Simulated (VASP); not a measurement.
# Pt (P6/mmm) in VASP: a series of runs

The runs below take Pt through relaxation of cell and atoms, with PBE.

Program: VASP 6.6.1. These are calculated values, not measurements. Logs are shortened: lines on timing, memory, paths and dates and some standing lists are left out, and cuts for length are marked.

### 1 The cell of the first run

It takes space group P6/mmm (No. 191, hexagonal). Conventional cell: a = 2.518 Å, b = 2.518 Å, c = 2.367 Å, α = 90.00°, β = 90.00°, γ = 120.00°. Pt (site symmetry 6/mmm) has 8 Pt at 2.37 to 2.52 Å within 3.1 Å.

### 2 Relaxation of cell and atoms, PBE, target pressure 92 GPa, at which the enthalpy is minimised

Input file INCAR:

```
  PREC = Accurate
  ENCUT = 600
  EDIFF = 1E-6
  ISMEAR = -1
  SIGMA = 0.05
  LREAL = F
  LASPH = T
  NELM = 100
  ALGO = Normal
  ISIF = 3
  LWAVE = F
  LCHARG = F
  GGA = PE
  IBRION = 2
  NSW = 60
  EDIFFG = -0.005
  PSTRESS = 920.0
```

Input file KPOINTS:

```
Automatic mesh
0
Gamma
  17 17 16
```

Input file POSCAR:

```
Pt
1.0
    2.5184116441      0.0000000000      0.0000000000
   -1.2592058221      2.1810084610      0.0000000000
    0.0000000000      0.0000000000      2.3673069455
Pt
1
Direct
    0.0000000000      0.0000000000      0.0000000000
```

Potentials or basis: VASP PAW PBE potentials, release 64 (Pt).

Started as:

```bash
cat potpaw_PBE.64/Pt/POTCAR > POTCAR
mpirun -np 1 vasp_std > vasp.out
```

OUTCAR:

```text
PREC = Accurate
   ENCUT = 600
   EDIFF = 1E-6
   ISMEAR = -1
   LREAL = F
   LASPH = T
   NELM = 100
   ISIF = 3
   GGA = PE
   IBRION = 2
   NSW = 60
   EDIFFG = -0.005
   PSTRESS = 920.0

 ion  position               nearest neighbor table
   1  0.000  0.000  0.000-

  LATTYP: Found a hexagonal cell.
 ALAT       =     2.5184116441
 C/A-ratio  =     0.9400000000

  Lattice vectors:

 A1 = (   2.5184116441,   0.0000000000,   0.0000000000)
 A2 = (  -1.2592058221,   2.1810084610,   0.0000000000)
 A3 = (   0.0000000000,   0.0000000000,   2.3673069455)

Analysis of symmetry for initial positions (statically):
=====================================================================
 Subroutine PRICEL returns:
 Original cell was already a primitive cell.

 Routine SETGRP: Setting up the symmetry group for a
 hexagonal supercell.

 Subroutine GETGRP returns: Found 24 space group operations
 (whereof 24 operations were pure point group operations)
 out of a pool of 24 trial point group operations.

The static configuration has the point symmetry D_6h.

Analysis of symmetry for dynamics (positions and initial velocities):
=====================================================================
 Subroutine PRICEL returns:
 Original cell was already a primitive cell.

 Routine SETGRP: Setting up the symmetry group for a
 hexagonal supercell.

 Subroutine GETGRP returns: Found 24 space group operations
 (whereof 24 operations were pure point group operations)
 out of a pool of 24 trial point group operations.

The dynamic configuration has the point symmetry D_6h.

 Subroutine INISYM returns: Found 24 space group operations
 (whereof 24 operations are pure point group operations),
 and found     1 'primitive' translations

----------------------------------------------------------------------------------------

                                     Primitive cell

  volume of cell :      13.0029

  direct lattice vectors                    reciprocal lattice vectors
     2.518411644  0.000000000  0.000000000     0.397075674  0.229251747  0.000000000
    -1.259205822  2.181008461  0.000000000     0.000000000  0.458503494  0.000000000
     0.000000000  0.000000000  2.367306946     0.000000000  0.000000000  0.422420929

  length of vectors
     2.518411644  2.518411644  2.367306946     0.458503494  0.458503494  0.422420929

  position of ions in fractional coordinates (direct lattice)
     0.000000000  0.000000000  0.000000000

  ion indices of the primitive-cell ions
   primitive index   ion index
                 1           1

----------------------------------------------------------------------------------------

 KPOINTS: Automatic mesh

Automatic generation of k-mesh.
 Grid dimensions read from file:
 generate k-points for:   17   17   16

 Generating k-lattice:

  Cartesian coordinates                     Fractional coordinates (reciprocal lattice)
     0.023357393  0.013485397  0.000000000     0.058823529  0.000000000  0.000000000
     0.000000000  0.026970794  0.000000000     0.000000000  0.058823529  0.000000000
     0.000000000  0.000000000  0.026401308     0.000000000  0.000000000  0.062500000

  Length of vectors
     0.026970794  0.026970794  0.026401308

  Shift w.r.t. Gamma in fractional coordinates (k-lattice)
     0.000000000  0.000000000  0.000000000

 Subroutine IBZKPT returns following result:
 ===========================================

 Found    297 irreducible k-points:

 Following reciprocal coordinates:
            Coordinates               Weight
  0.000000  0.000000  0.000000      1.000000
  0.058824 -0.000000  0.000000      6.000000
  0.117647  0.000000  0.000000      6.000000
  0.176471 -0.000000  0.000000      6.000000
  0.235294  0.000000  0.000000      6.000000
  0.294118  0.000000  0.000000      6.000000
[... 16 lines left out ...]
  0.411765  0.117647  0.000000     12.000000
  0.176471  0.176471  0.000000      6.000000
 [... further k-points ...]
   k-points           NKPTS =    297   k-points in BZ     NKDIM =    297   number of bands    NBANDS=      9
   number of dos      NEDOS =    301   number of ions     NIONS =      1
   total plane-waves  NPLWV =   8000
   dimension x,y,z NGX =    20 NGY =   20 NGZ =   20
   dimension x,y,z NGXF=    40 NGYF=   40 NGZF=   40
   ions per type =               1
   NGX,Y,Z   is equivalent  to a cutoff of  13.20, 13.20, 14.05 a.u.
   NGXF,Y,Z  is equivalent  to a cutoff of  26.40, 26.40, 28.09 a.u.
 SYSTEM =  unknown system
   PREC   = accura    normal or accurate (medium, high low for compatibility)
   ISTART =      0    job   : 0-new  1-cont  2-samecut
   ICHARG =      2    charge: 1-file 2-atom 10-const
   ISPIN  =      1    spin polarized calculation?
   LNONCOLLINEAR =      F non collinear calculations
   LSORBIT =      F    spin-orbit coupling
   LASPH  =      T    aspherical Exc in radial PAW
   ENCUT  =  600.0 eV  44.10 Ry    6.64 a.u.   5.03  5.03  4.73*2*pi/ulx,y,z
   NELM   =    100;   NELMIN=  2; NELMDL= -5     # of ELM steps
   EDIFF  = 0.1E-05   stopping-criterion for ELM
   LREAL  =      F    real-space projection
   EDIFFG = -.5E-02   stopping-criterion for IOM
   NSW    =     60    number of steps for IOM
   IBRION =      2    ionic relax: 0-MD 1-quasi-New 2-CG
   NFREE  =      1    steps in history (QN), initial steepest desc. (CG)
   ISIF   =      3    stress and relaxation
   ISYM   =      2    0-nonsym 1-usesym 2-fastsym
   POTIM  = 0.5000    time-step for ionic-motion
   TEBEG  =    0.0;   TEEND  =   0.0 temperature during run
   PSTRESS=  920.0 pullay stress
   NELECT =      10.0000    total number of electrons
   NUPDOWN=      -1.0000    fix difference up-down
   EMIN   =  10.00;   EMAX   =-10.00  energy-range for DOS
   EFERMI =   0.00;   METHOD = LEGACY
   ISMEAR =    -1;   SIGMA  =   0.05  broadening in eV -4-tet -1-fermi 0-gaus
   EFERMI_NEDOS =   21; number of points for ismear=-14 and -15
   IALGO  =     38    algorithm
   IMIX   =      4    mixing-type and parameters
     AMIX     =   0.40;   BMIX     =  1.00
     AMIX_MAG =   1.60;   BMIX_MAG =  1.00
  volume/ion in A,a.u.               =      13.00        87.75
  Fermi-wavevector in a.u.,A,eV,Ry     =   1.499899  2.834398 30.608977  2.249696
  Thomas-Fermi vector in A             =   2.611469
   LORBIT       =      0    0 simple, 1 ext, 2 COOP (PROOUT), +10 PAW based schemes
   GGA     = PE    functional components
   LHFCALC =     F    Hartree Fock is set to
   AEXX    =    0.0000 exact exchange contribution
   IVDW    =     0    specifies the selected vdW correction
   LEPSILON=     F    determine dielectric tensor
   LRPA    =     F    only Hartree local field effects (RPA)
 conjugate gradient relaxation of ions
 non-spin polarized calculation
  energy-cutoff  :      600.00
  volume of cell :       13.00
 maximum number of plane-waves:       446
 NGX is ok and might be reduce to    20
   NGX =  9   NGY =  9   NGZ =  9

--------------------------------------- Ionic step        1  -------------------------------------------

 number of electron      10.0000002 magnetization

 Free energy of the ion-electron system (eV)
  ---------------------------------------------------
  ext. energy  EPLUGINS =         0.00000000
  ---------------------------------------------------
  free energy    TOTEN  =        -4.91877530 eV

  energy without entropy =       -4.91216345  energy(sigma->0) =       -4.91546938

------------------------ aborting loop because EDIFF is reached ----------------------------------------

  FORCE on cell =-STRESS in cart. coord.  units (eV):
  Direction    XX          YY          ZZ          XY          YZ          ZX
  --------------------------------------------------------------------------------------
  -------------------------------------------------------------------------------------
  Total        7.5063730      7.5063730     11.7275806     -0.0000000     -0.0000000      0.0000000
  in kB      924.9155578    924.9155578   1445.0416628     -0.0000000     -0.0000000      0.0000000
  external PRESSURE =     178.2909262 kB  Pullay stress =     920.0000000 kB
[... 90 lines left out ...]
  FREE ENERGIE OF THE ION-ELECTRON SYSTEM (eV)
  ---------------------------------------------------
  free  energy   TOTEN  =        -5.3015043177 eV

  energy  without entropy=       -5.2939599467  energy(sigma->0) =       -5.29773213

  enthalpy is  TOTEN    =         2.4836080395 eV   P V=        7.7851123572

[... ionic steps 4 to 8 ...]

--------------------------------------- Ionic step        9  -------------------------------------------

 number of electron      10.0000000 magnetization

------------------------ aborting loop because EDIFF is reached ----------------------------------------

  FORCE on cell =-STRESS in cart. coord.  units (eV):
  Direction    XX          YY          ZZ          XY          YZ          ZX
  --------------------------------------------------------------------------------------
  -------------------------------------------------------------------------------------
  Total        7.6755519      7.6755519      7.6802993     -0.0000000      0.0000000      0.0000000
  in kB      921.1735504    921.1735504    921.7433068     -0.0000000      0.0000000      0.0000000
  external PRESSURE =       1.3634692 kB  Pullay stress =     920.0000000 kB
[... 59 lines left out ...]
  enthalpy is  TOTEN    =         2.4773880993 eV   P V=        7.6745436723

--------------------------------------- Ionic step       11  -------------------------------------------

 number of electron      10.0000000 magnetization

 Free energy of the ion-electron system (eV)
  ---------------------------------------------------
  ext. energy  EPLUGINS =         0.00000000
  ---------------------------------------------------
  free energy    TOTEN  =        -5.19010435 eV

  energy without entropy =       -5.18280018  energy(sigma->0) =       -5.18645226

 E-fermi :  13.6958     XC(G=0): -14.1416

 val. band max:       13.6927139385   @ k =   0.0588   0.0588   0.1250
 cond. band min:      13.7002079123   @ k =   0.3529   0.0000   0.5000
 fundamental gap:      0.0074939738
 Fermi energy:        13.6957565086

 k-point     1 :       0.0000    0.0000    0.0000
  band No.  band energies     occupation
      1       2.1879      2.00000
      2       5.5489      2.00000
      3       9.0150      2.00000
      4       9.0150      2.00000
      5      14.2749      0.00002
      6      14.2749      0.00002
      7      28.5546      0.00000
      8      28.9557      0.00000
      9      36.8155      0.00000
[... 265 lines left out ...]
 k-point    24 :       0.1765    0.1765    0.0000
  band No.  band energies     occupation
      1       5.4967      2.00000
      2       7.0950      2.00000
      3       7.2377      2.00000
      4      11.7942      2.00000
      5      13.1478      1.99997
      6      13.4544      1.98412
      7      26.6454      0.00000
      8      28.5675      0.00000
      9      35.5019      0.00000

 [... further k-points ...]
[... 5 lines left out ...]
  --------------------------------------------------------------------------------------
  -------------------------------------------------------------------------------------
  Total        7.6652816      7.6652816      7.6655279     -0.0000000     -0.0000000      0.0000000
  in kB      919.7377759    919.7377759    919.7673238     -0.0000000     -0.0000000      0.0000000
  external PRESSURE =      -0.2523748 kB  Pullay stress =     920.0000000 kB
[... 16 lines left out ...]
  FREE ENERGIE OF THE ION-ELECTRON SYSTEM (eV)
  ---------------------------------------------------
  free  energy   TOTEN  =        -5.1901043498 eV

  energy  without entropy=       -5.1828001765  energy(sigma->0) =       -5.18645226

  enthalpy is  TOTEN    =         2.4773627151 eV   P V=        7.6674670649

 reached required accuracy - stopping structural energy minimisation
```

Run time: 66 s. Hardware: 1 thread of Intel Xeon 6975P-C (Granite Rapids), shared host; peak memory 0.18 GiB.

What came out:

| Property | Result |
| --- | --- |
| Free energy | -5.1901 eV |
| Relaxed volume | 13.35 Å³/atom |
| Relaxed cell | a = 2.509 Å, b = 2.509 Å, c = 2.450 Å, α = 90.00°, β = 90.00°, γ = 120.00° |
| Space group after relaxing (to 0.05 Å) | P6/mmm (No. 191) |
| Energy change on relaxing (the enthalpy is what falls) | -271.3 meV/atom |
| Ionic steps | 11 |
| Pressure after relaxing | 92.0 GPa |
| Band gap on the k mesh | zero (band 5 reaches 16.10 eV, above the bottom of band 6 at 11.51 eV) |

Step by step:
| step | energy change (eV) | largest force (eV/Å) | pressure (GPa) | volume (Å³) |
| --- | --- | --- | --- | --- |
| 1 | 0.0000 | 0.0000 | 109.83 | 13.00 |
| 2 | -0.6687 | 0.0000 | 34.40 | 15.74 |
| 3 | -0.3827 | 0.0000 | 82.59 | 13.56 |
| 4 | -0.3305 | 0.0000 | 86.69 | 13.46 |
| 5 | -0.3230 | 0.0000 | 87.25 | 13.45 |
| 6 | 0.0512 | 0.0000 | 118.31 | 12.90 |
| 7 | -0.2718 | 0.0000 | 91.99 | 13.35 |
| 8 | -0.2707 | 0.0000 | 92.04 | 13.35 |
| 9 | -0.2696 | 0.0000 | 92.14 | 13.35 |
| 10 | -0.2784 | 0.0000 | 91.42 | 13.37 |
| 11 | -0.2713 | 0.0000 | 91.97 | 13.35 |

Final structure:
```xyz
1
Lattice="2.5086 0.0000 0.0000 -1.2543 2.1725 0.0000 0.0000 0.0000 2.4501" Properties=species:S:1:pos:R:3 pbc="T T T"
Pt    0.0000    0.0000    2.4501
```

Caveat: the cell is relaxed towards a set pressure, so the enthalpy falls and the energy may rise; spin-orbit coupling is left out, which moves the levels of the heavy elements.

### 3 Relaxation of cell and atoms, PBE, target pressure 92 GPa, at which the enthalpy is minimised

This run uses another cell than the first one, of 13.37 Å³/atom, 1.028 times its volume.

Input file INCAR:

```
  ALGO = Normal
  EDIFF = 1E-6
  EDIFFG = -0.005
  ENCUT = 600
  GGA = PE
  IBRION = 2
  ISIF = 3
  ISMEAR = -1
  LASPH = True
  LCHARG = False
  LREAL = False
  LWAVE = False
  NELM = 100
  NSW = 32
  PREC = Accurate
  PSTRESS = 920.0
  SIGMA = 0.05
```

Input file KPOINTS:

```
k-points
0
Gamma
  17 17 16
```

Input file POSCAR:

```
Pt
1.0
    2.5092952712      0.0000000000      0.0000000000
   -1.2546476356      2.1731134504      0.0000000000
    0.0000000000      0.0000000000      2.4513095201
Pt
1
Direct
    0.0000000000      0.0000000000      0.0000000000
```

Potentials or basis: VASP PAW PBE potentials, release 64 (Pt).

Started as:

```bash
cat potpaw_PBE.64/Pt/POTCAR > POTCAR
mpirun -np 1 vasp_std > vasp.out
```

Run time: 33 s. Hardware: 1 thread of Intel Xeon 6975P-C (Granite Rapids), shared host; peak memory 0.17 GiB.

Results (log left out):

```
Free energy                                            : -5.1908 eV
Relaxed volume                                         : 13.35 Å³/atom
Relaxed cell                                           : a = 2.509 Å, b = 2.509 Å, c = 2.450 Å, α = 90.00°, β = 90.00°, γ = 120.00°
Space group after relaxing (to 0.05 Å)                 : P6/mmm (No. 191)
Energy change on relaxing (the enthalpy is what falls) : +7.5 meV/atom
Ionic steps                                            : 7
Pressure after relaxing                                : 92.0 GPa
Band gap on the k mesh                                 : zero (band 5 reaches 16.09 eV, above the bottom of band 6 at 11.51 eV)
```

Step by step:
```tsv
step	energy change (eV)	largest force (eV/Å)	pressure (GPa)	volume (Å³)
1	0.0000	0.0000	91.34	13.37
2	0.0623	0.0000	96.51	13.26
3	0.0081	0.0000	92.04	13.35
4	0.0076	0.0000	92.01	13.35
5	0.0075	0.0000	91.98	13.35
6	0.0075	0.0000	91.95	13.35
7	0.0075	0.0000	91.97	13.35
```

Final structure:
```
Pt
1.0
     2.50864    0.00000    0.00000
    -1.25432    2.17254    0.00000
     0.00000    0.00000    2.45019
Pt
1
Direct
  0.00000 0.00000 0.00000
```

Levels at points of the mesh, in eV from the Fermi level:
```tsv
k point	band 2	band 3	band 4	band 5	band 6	band 7	band 8	band 9
(0.00, 0.00, 0.00)	-8.15	-4.68	-4.68	0.58	0.58	14.86	15.26	23.12
(0.00, 0.00, 0.50)	-4.08	-4.08	-2.20	-2.18	-2.18	5.76	17.79	22.15
```

Caveat: the cell is relaxed towards a set pressure, so the enthalpy falls and the energy may rise; spin-orbit coupling is left out, which moves the levels of the heavy elements.
